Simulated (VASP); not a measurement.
# ZrO2 (P4_2/nmc) in VASP: vibrations by perturbation theory with PBE

Aim: the vibrations by perturbation theory of ZrO2 with PBE.

All numbers are computed with VASP 6.6.1; they aren't measurements. Logs are shortened: lines on timing, memory, paths and dates and some standing lists are left out, and cuts for length are marked.

### 1 The cell of the first run

It takes space group P4_2/nmc (No. 137, tetragonal). The conventional cell has a = 3.596 Å, b = 3.596 Å, c = 5.177 Å, α = 90.00°, β = 90.00°, γ = 90.00°. Zr (site symmetry -4m2) has 8 O at 2.08 to 2.37 Å within 2.8 Å. Within 2.8 Å of O (site symmetry 2mm) lie 4 Zr at 2.08 to 2.37 Å and 6 O at 2.59 Å.

### 2 Vibrations by perturbation theory, PBE

File INCAR:

```
PREC = Accurate
ENCUT = 600
EDIFF = 1E-8
ISMEAR = 0
SIGMA = 0.01
LREAL = F
LASPH = T
NELM = 120
ALGO = Normal
ISIF = 2
LWAVE = F
LCHARG = F
GGA = PE
IBRION = 8
NSW = 1
GGA_COMPAT = F
```

File KPOINTS:

```
Automatic mesh
0
Gamma
  6 6 4
```

File POSCAR:

```
ZrO2
1.0
    3.5961000000      0.0000000000      0.0000000000
    0.0000000000      3.5961000000      0.0000000000
    0.0000000000      0.0000000000      5.1770000000
Zr O
2 4
Direct
    0.0000000000      0.0000000000      0.0000000000
    0.5000000000      0.5000000000      0.5000000000
    0.0000000000      0.5000000000      0.2030000000
    0.0000000000      0.5000000000      0.7030000000
    0.5000000000      0.0000000000      0.2970000000
    0.5000000000      0.0000000000      0.7970000000
```

Potentials or basis: VASP PAW PBE potentials, release 64 (Zr_sv, O).

Launch:

```
> cat potpaw_PBE.64/Zr_sv/POTCAR potpaw_PBE.64/O/POTCAR > POTCAR
> mpirun -np 1 vasp_std > vasp.out
```

OUTCAR:

```text
PREC = Accurate
   ENCUT = 600
   EDIFF = 1E-8
   ISMEAR = 0
   LREAL = F
   LASPH = T
   NELM = 120
   ISIF = 2
   GGA = PE
   IBRION = 8
   NSW = 1

 ion  position               nearest neighbor table
   1  0.000  0.000  0.000-   3 2.08   6 2.08   3 2.08   6 2.08   5 2.37   4 2.37   5 2.37   4 2.37
                             2 3.63   2 3.63   2 3.63   2 3.63   2 3.63   2 3.63   2 3.63   2 3.63
   2  0.500  0.500  0.500-   4 2.08   5 2.08   5 2.08   4 2.08   3 2.37   6 2.37   3 2.37   6 2.37
                             1 3.63   1 3.63   1 3.63   1 3.63   1 3.63   1 3.63   1 3.63   1 3.63
   3  0.000  0.500  0.203-   1 2.08   1 2.08   2 2.37   2 2.37
   4  0.000  0.500  0.703-   2 2.08   2 2.08   1 2.37   1 2.37
   5  0.500  0.000  0.297-   2 2.08   2 2.08   1 2.37   1 2.37
   6  0.500  0.000  0.797-   1 2.08   1 2.08   2 2.37   2 2.37

  LATTYP: Found a simple tetragonal cell.
 ALAT       =     3.5961000000
 C/A-ratio  =     1.4396151386

  Lattice vectors:

 A1 = (   3.5961000000,   0.0000000000,   0.0000000000)
 A2 = (   0.0000000000,   3.5961000000,   0.0000000000)
 A3 = (   0.0000000000,   0.0000000000,   5.1770000000)

Analysis of symmetry for initial positions (statically):
=====================================================================
 Subroutine PRICEL returns:
 Original cell was already a primitive cell.

 Routine SETGRP: Setting up the symmetry group for a
 simple tetragonal supercell.

 Subroutine GETGRP returns: Found 16 space group operations
 (whereof  8 operations were pure point group operations)
 out of a pool of 16 trial point group operations.

The static configuration has the point symmetry D_2d.
 The point group associated with its full space group is D_4h.

Analysis of symmetry for dynamics (positions and initial velocities):
=====================================================================
 Subroutine PRICEL returns:
 Original cell was already a primitive cell.

 Routine SETGRP: Setting up the symmetry group for a
 simple tetragonal supercell.

 Subroutine GETGRP returns: Found 16 space group operations
 (whereof  8 operations were pure point group operations)
 out of a pool of 16 trial point group operations.

The dynamic configuration has the point symmetry D_2d.
[... 929 lines left out ...]
     0.000000000  0.000000000  5.177000000     0.000000000  0.000000000  0.193162063

 POSITION                                       TOTAL-FORCE (eV/Angst)
 -----------------------------------------------------------------------------------
      0.00000      0.00000      0.00000        -0.000000     -0.000000      0.000000
      1.79805      1.79805      2.58850         0.000000      0.000000      0.000000
      0.00000      1.79805      1.05093        -0.000000     -0.000000     -0.024436
      0.00000      1.79805      3.63943        -0.000000      0.000000     -0.024436
      1.79805      0.00000      1.53757         0.000000     -0.000000      0.024436
      1.79805      0.00000      4.12607         0.000000     -0.000000      0.024436
 -----------------------------------------------------------------------------------
    total drift:                                0.000000     -0.000000      0.000000

  FREE ENERGIE OF THE ION-ELECTRON SYSTEM (eV)
  ---------------------------------------------------
  free  energy   TOTEN  =       -57.3041446244 eV

  energy  without entropy=      -57.3041446244  energy(sigma->0) =      -57.30414462

[... ionic steps 2 to 9 ...]

--------------------------------------- Ionic step       10  -------------------------------------------

------------------------ aborting loop because EDIFF is reached ----------------------------------------

--------------------------------------- Ionic step       11  -------------------------------------------

------------------------ aborting loop because EDIFF is reached ----------------------------------------

--------------------------------------- Ionic step       12  -------------------------------------------

 Free energy of the ion-electron system (eV)
  ---------------------------------------------------
  ---------------------------------------------------
  free energy    TOTEN  =        -0.37871982 eV

  energy without entropy =       -0.37871982

------------------------ aborting loop because EDIFF is reached ----------------------------------------

 INTERNAL STRAIN TENSOR  FOR ION    3  DIRECTION 3   (eV/Angst):
 -----------------------------------------------------------------------------
     4.27633  0.00000  0.00000
     0.00000-10.74480  0.00000
     0.00000  0.00000 -7.73940

 INTERNAL STRAIN TENSOR FOR ION    6 for displacements in x,y,z  (eV/Angst):
          X           Y           Z          XY          YZ          ZX
  --------------------------------------------------------------------------------
  x     0.00000     0.00000     0.00000     0.00000     0.00000     8.40439
  y     0.00000     0.00000     0.00000     0.00000    -3.44060     0.00000
  z    10.74480    -4.27633     7.73940     0.00000     0.00000     0.00000

 SECOND DERIVATIVES (NOT SYMMETRIZED)
 ------------------------------------
               1X          1Y          1Z          2X          2Y          2Z          3X          3Y          3Z          4X          4Y          4Z          5X          5Y          5Z          6X          6Y          6Z
  1X    -8.404689    0.000000    0.000000    0.394475    0.000000    0.000000    1.191060    0.000000    0.000000    0.765115    0.000000    0.000000   -1.484956    0.000000    0.000000    7.538995    0.000000    0.000000
  1Y     0.000000   -8.404689    0.000000    0.000000    0.394475    0.000000    0.000000    7.538995    0.000000    0.000000   -1.484956    0.000000    0.000000    0.765115    0.000000    0.000000    1.191060    0.000000
  1Z     0.000000    0.000000  -24.277759    0.000000    0.000000   14.940623    0.000000    0.000000    5.741229    0.000000    0.000000   -1.072661    0.000000    0.000000   -1.072661    0.000000    0.000000    5.741229
  2X     0.394475    0.000000    0.000000   -8.404689    0.000000    0.000000   -1.484956    0.000000    0.000000    7.538995    0.000000    0.000000    1.191060    0.000000    0.000000    0.765115    0.000000    0.000000
  2Y     0.000000    0.394475    0.000000    0.000000   -8.404689    0.000000    0.000000    0.765115    0.000000    0.000000    1.191060    0.000000    0.000000    7.538995    0.000000    0.000000   -1.484956    0.000000
  2Z     0.000000    0.000000   14.940623    0.000000    0.000000  -24.277759    0.000000    0.000000   -1.072661    0.000000    0.000000    5.741229    0.000000    0.000000    5.741229    0.000000    0.000000   -1.072661
  3X     1.180183    0.000000    0.000000   -1.483832    0.000000    0.000000   -6.229590    0.000000    0.000000    0.757222    0.000000    0.000000    5.370256    0.000000    0.000000    0.405760    0.000000    0.000000
  3Y     0.000000    7.535285    0.000000    0.000000    0.771361    0.000000    0.000000  -16.463684    0.000000    0.000000    0.754855    0.000000    0.000000    7.002461    0.000000    0.000000    0.399721    0.000000
  3Z     0.000000    0.000000    5.742635    0.000000    0.000000   -1.077349    0.000000    0.000000  -13.214794    0.000000    0.000000    8.707597    0.000000    0.000000   -1.441576    0.000000    0.000000    1.283487
  4X     0.771361    0.000000    0.000000    7.535285    0.000000    0.000000    0.754855    0.000000    0.000000  -16.463684    0.000000    0.000000    0.399721    0.000000    0.000000    7.002461    0.000000    0.000000
  4Y     0.000000   -1.483832    0.000000    0.000000    1.180183    0.000000    0.000000    0.757222    0.000000    0.000000   -6.229590    0.000000    0.000000    0.405760    0.000000    0.000000    5.370256    0.000000
  4Z     0.000000    0.000000   -1.077349    0.000000    0.000000    5.742635    0.000000    0.000000    8.707597    0.000000    0.000000  -13.214794    0.000000    0.000000    1.283487    0.000000    0.000000   -1.441576
  5X    -1.483832    0.000000    0.000000    1.180183    0.000000    0.000000    5.370256    0.000000    0.000000    0.405760    0.000000    0.000000   -6.229590    0.000000    0.000000    0.757222    0.000000    0.000000
  5Y     0.000000    0.771361    0.000000    0.000000    7.535285    0.000000    0.000000    7.002461    0.000000    0.000000    0.399721    0.000000    0.000000  -16.463684    0.000000    0.000000    0.754855    0.000000
  5Z     0.000000    0.000000   -1.077349    0.000000    0.000000    5.742635    0.000000    0.000000   -1.441576    0.000000    0.000000    1.283487    0.000000    0.000000  -13.214794    0.000000    0.000000    8.707597
  6X     7.535285    0.000000    0.000000    0.771361    0.000000    0.000000    0.399721    0.000000    0.000000    7.002461    0.000000    0.000000    0.754855    0.000000    0.000000  -16.463684    0.000000    0.000000
  6Y     0.000000    1.180183    0.000000    0.000000   -1.483832    0.000000    0.000000    0.405760    0.000000    0.000000    5.370256    0.000000    0.000000    0.757222    0.000000    0.000000   -6.229590    0.000000
  6Z     0.000000    0.000000    5.742635    0.000000    0.000000   -1.077349    0.000000    0.000000    1.283487    0.000000    0.000000   -1.441576    0.000000    0.000000    8.707597    0.000000    0.000000  -13.214794

 Eigenvectors and eigenvalues of the dynamical matrix
 ----------------------------------------------------

   1 f  =   19.403352 THz   121.914859 2PiTHz  647.226171 cm-1    80.245782 meV
             X         Y         Z           dx          dy          dz
      0.000000  0.000000  0.000000     0.000000   -0.000000    0.000000
      1.798050  1.798050  2.588500    -0.000000    0.000000    0.000000
      0.000000  1.798050  1.050931    -0.000000    0.000000   -0.500000
      0.000000  1.798050  3.639431     0.000000   -0.000000    0.500000
      1.798050  0.000000  1.537569     0.000000   -0.000000   -0.500000
      1.798050  0.000000  4.126069    -0.000000    0.000000    0.500000
[... 145 lines left out ...]
  18 f/i=    0.002180 THz     0.013697 2PiTHz    0.072715 cm-1     0.009015 meV
             X         Y         Z           dx          dy          dz
      0.000000  0.000000  0.000000     0.170270   -0.583933   -0.000000
      1.798050  1.798050  2.588500     0.170270   -0.583933   -0.000000
      0.000000  1.798050  1.050931     0.071411   -0.244670   -0.000000
      0.000000  1.798050  3.639431     0.071344   -0.244903   -0.000000
      1.798050  0.000000  1.537569     0.071411   -0.244670   -0.000000
      1.798050  0.000000  4.126069     0.071344   -0.244903   -0.000000

--------------------------------------------------------------------------------------------------------

 ELASTIC MODULI CONTR FROM IONIC RELAXATION (kBar)
 Direction    XX          YY          ZZ          XY          YZ          ZX
 --------------------------------------------------------------------------------
 XX        -692.9740    232.5023   -550.9452      0.0000     -0.0000     -0.0000
 YY         232.5023   -692.9740   -550.9452      0.0000      0.0000      0.0000
 ZZ        -550.9452   -550.9452  -1318.3896      0.0000     -0.0000     -0.0000
 XY           0.0000      0.0000      0.0000      0.0000      0.0000      0.0000
 YZ          -0.0000      0.0000     -0.0000      0.0000   -630.3000      0.0000
 ZX          -0.0000      0.0000     -0.0000      0.0000      0.0000   -634.0990
 --------------------------------------------------------------------------------
```

It took 14 min on 1 thread of AMD EPYC 9R45 (Zen 5), shared host; peak memory 0.54 GiB.

What came out:

```yaml
Highest_phonon_frequency_at_Γ_LO-TO_splitting_left_out: 647 cm⁻¹
```

Phonon frequencies in cm⁻¹ (negative: imaginary):
| q point | frequencies |
| --- | --- |
| (0.000, 0.000, 0.000) | 0 0 0 120 120 135 135 272 311 327 430 430 446 446 589 637 637 647 |

Caveat: the cell stands under pressure or tension, which shifts response properties.
